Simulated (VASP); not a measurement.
Runs of VASP 6.6.1 on SnC2. The structure is that of space group I4/mmm (No. 139), or close to it. The cells are those of the table. 

| task | cell | cutoff (eV) | smearing | gap on the mesh (eV) | pressure (GPa) | relaxed volume (Å³/atom) | largest force (eV/Å) |
| --- | --- | --- | --- | --- | --- | --- | --- |
| single point | a = 4.377 Å, angles 124.6, 124.6, 82.2°, 3 atoms | 520 | gaussian 0.01 eV | 0.94 | 0.1 | - | 0.11 |
| relaxation of cell and atoms | relaxed from a = 4.377 Å, angles 124.6, 124.6, 82.2°, 3 atoms | 600 | gaussian 0.02 eV | 0.94 | 0.0 | (a) | - |
| single point | a = 4.377 Å, angles 124.6, 124.6, 82.2°, 3 atoms | 520 | gaussian 0.02 eV | 0.94 | 0.1 | - | 0.11 |
| relaxation of cell and atoms | relaxed from a = 4.377 Å, angles 124.6, 124.6, 82.2°, 3 atoms | 600 | gaussian 0.01 eV | 0.94 | 0.0 | 18.19 | - |

Alike in all rows: level PBE; potentials or basis VASP PAW PBE potentials, release 64 (Sn_d, C); no spin polarisation; k mesh 10 × 10 × 10.

Question: Fill in the values left out.

Answer: (a) 18.18.

Caveats: spin-orbit coupling is left out, which moves the levels of the heavy elements.

A k mesh can miss the band edges, and the runs leave out spin-orbit coupling on Sn.
